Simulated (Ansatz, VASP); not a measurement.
## Ge: VASP beside Ansatz

```
Ge
1.0
     0.00000    2.82868    2.74381
     2.82868    0.00000    2.74381
     2.82868    2.82868    0.00000
Ge
2
Direct
  0.00000 0.00000 0.00000
  0.25000 0.25000 0.25000
```

Change from the starting cell: z stretched by -3 %, ions relaxed.

Alike in both runs: functional PBE; k mesh 14 × 14 × 14; occupations fermi-dirac, width 0.05 eV; no spin polarisation.

Ansatz relaxed the structure, and its values are those at the end. VASP's run is a single point on that final structure, the one shown.

|  | VASP | Ansatz |
| --- | --- | --- |
| version | VASP 6.6.1 | Ansatz 0.2.0 |
| potentials or method | VASP PAW PBE potentials, release 64 (Ge_d) | plane-wave PAW, scalar-relativistic |
| plane-wave cutoff (eV) | 520 | 420 |
| valence electrons in the cell | 28 | 28 |

Ansatz gave:

| Item | Value |
| --- | --- |
| pressure (GPa) | 6.1 |

Problem. Estimate VASP's values.

Solution. Pressure (GPa): 6.0.

Ansatz's warnings: stress scf threshold loose.
